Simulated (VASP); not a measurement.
AlGa3N2:

```xyz
6
Lattice="3.3056 0.0000 0.0000 -0.0441 4.3168 0.0000 -0.0030 -0.4636 5.9164" Properties=species:S:1:pos:R:3 pbc="T T T"
Al    0.2875    0.9975    4.7204
Ga    1.8752    3.5355    0.1848
Ga    0.2503    1.4111    2.0006
Ga    1.8881    3.6893    3.4278
N     0.2648    0.3591    0.3436
N     1.9011    2.5124    1.8952
```

The cell was generated, and may not be a known phase.

* Program: VASP 6.6.1
* Task: relaxation of cell and atoms
* Functional: PBE
* Potentials or basis: VASP PAW PBE potentials, release 64 (Al, Ga_d, N)
* Cutoff: 600 eV
* k mesh: 6 × 4 × 4
* Occupations: gaussian, width 0.1 eV
* Spin: no spin polarisation

At the start: pressure 1.2 GPa; volume 14.07 Å³/atom.

Task: Where does the relaxation end?

Result: Over 12 steps the energy falls by 14.2 meV/atom and the volume is 14.24 Å³/atom (+1.2 %); space group Pm (No. 6, to 0.1 Å) before and after.

The path:
```tsv
step	energy change (eV)	largest force (eV/Å)	pressure (GPa)	volume (Å³)
1	0.0000	0.3935	1.20	84.43
2	-0.0514	0.3448	-0.89	85.70
3	-0.0541	0.4272	-1.42	86.06
4	-0.0787	0.2203	0.20	85.05
5	-0.0791	0.2280	0.41	84.91
6	-0.0831	0.0864	0.00	85.26
7	-0.0831	0.0829	0.02	85.25
8	-0.0843	0.0653	-0.03	85.33
9	-0.0846	0.0645	-0.06	85.40
10	-0.0850	0.0410	0.07	85.35
11	-0.0850	0.0458	0.10	85.34
12	-0.0853	0.0225	-0.02	85.46
```

Final structure:
```xyz
6
Lattice="3.2039 0.0069 0.0015 -0.0338 4.4626 -0.0620 -0.0009 -0.5651 5.9848" Properties=species:S:1:pos:R:3 pbc="T T T"
Al    0.2785    0.9647    4.7898
Ga    1.8311    3.6504    0.1276
Ga    0.2471    1.4482    1.9941
Ga    1.8385    3.7155    3.4231
N     0.2592    0.3762    0.3434
N     1.8458    2.6038    1.8489
```

Caveat: the k points lie up to 0.35 Å⁻¹ apart in the final cell, too coarse for converged energies and pressures of a metal.
